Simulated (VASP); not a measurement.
SiNi2:

```
Si Ni
1.0
     3.83600    0.00000    0.00000
    -1.91800    3.32207    0.00000
     0.00000    0.00000    4.94800
Si Ni
2 4
Cartesian
  0.0000 2.2147 3.7110
  1.9180 1.1074 1.2370
  0.0000 0.0000 0.0000
  0.0000 0.0000 2.4740
  0.0000 2.2147 1.2370
  1.9180 1.1074 3.7110
```

```yaml
Program: VASP 6.6.1
Task: relaxation of cell and atoms
Functional: PBEsol
Potentials_or_basis: VASP PAW PBE potentials, release 64 (Si, Ni)
Cutoff: 600 eV
k_mesh: 12 × 12 × 8
Occupations: gaussian, width 0.1 eV
Spin: no spin polarisation
```

At the start: pressure 3.0 GPa; volume 10.51 Å³/atom.

**Question.** Where does the relaxation end?

**Answer.** Over 5 steps the energy falls by 2.7 meV/atom and the volume is 10.63 Å³/atom (+1.1 %); space group P6_3/mmc (No. 194, to 0.05 Å).

Step by step:
| step | energy change (eV) | largest force (eV/Å) | pressure (GPa) | volume (Å³) |
| --- | --- | --- | --- | --- |
| 1 | 0.0000 | 0.0000 | 3.03 | 63.05 |
| 2 | -0.0027 | 0.0000 | -3.83 | 64.88 |
| 3 | -0.0137 | 0.0000 | -0.74 | 64.01 |
| 4 | -0.0163 | 0.0000 | -0.10 | 63.78 |
| 5 | -0.0163 | 0.0000 | -0.02 | 63.76 |

Final structure:
```xyz
6
Lattice="3.8704 0.0000 0.0000 -1.9352 3.3519 0.0000 0.0000 0.0000 4.9151" Properties=species:S:1:pos:R:3 pbc="T T T"
Si    0.0000    2.2346    3.6863
Si    1.9352    1.1173    1.2288
Ni    0.0000    0.0000    0.0000
Ni    0.0000    0.0000    2.4576
Ni    0.0000    2.2346    1.2288
Ni    1.9352    1.1173    3.6863
```

Caveat: the PAW data sets were made with another functional, which shifts forces and pressure a little.
